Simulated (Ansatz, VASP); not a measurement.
# One calculation of Ga3AsN2, two programs

```
CELL_PARAMETERS angstrom
3.19624 0.00000 0.00000
-1.59812 2.76803 0.00000
0.00000 0.00000 8.81906
ATOMIC_POSITIONS crystal
Ga 0.66667 0.33333 0.77358
Ga 0.00000 0.00000 0.50000
Ga 0.33333 0.66667 0.22642
As 0.00000 0.00000 0.00000
N 0.33333 0.66667 0.64640
N 0.66667 0.33333 0.35360
```

Alike in both runs: functional PBE; k mesh 6 × 6 × 2; occupations gaussian, width 0.1 eV; no spin polarisation.

Ansatz relaxed the structure, and its values are those at the end. VASP's run is a single point on that final structure, the one shown.

```csv
,VASP,Ansatz
version,VASP 6.6.1,Ansatz 0.2.0
potentials or method,"VASP PAW PBE potentials, release 64 (Ga_d, As, N), cutoff 520 eV","scalar-relativistic, plane waves, PAW"
valence electrons in the cell,54,64
```

Ansatz gave:

| Quantity | Value |
| --- | --- |
| gap on the k mesh at the Fermi level (eV) | none |
| pressure (GPa) | 0.0 |
| rms of the force components (eV/Å) | 0.005 |

**Question.** What did VASP give for the same quantities?

**Answer.** gap on the k mesh at the Fermi level (eV): none; pressure (GPa): 0.4; rms of the force components (eV/Å): 0.010.

A gap of «none» marks a metal or a gap that the smearing closes. With one functional, cell and mesh, what is left measures potentials, basis and numerics. VASP's potentials hold 54 valence electrons a cell and Ansatz's 64, so a difference there can come from the potentials and not from the codes.

The k mesh is coarse, so the values compare programs but aren't converged.
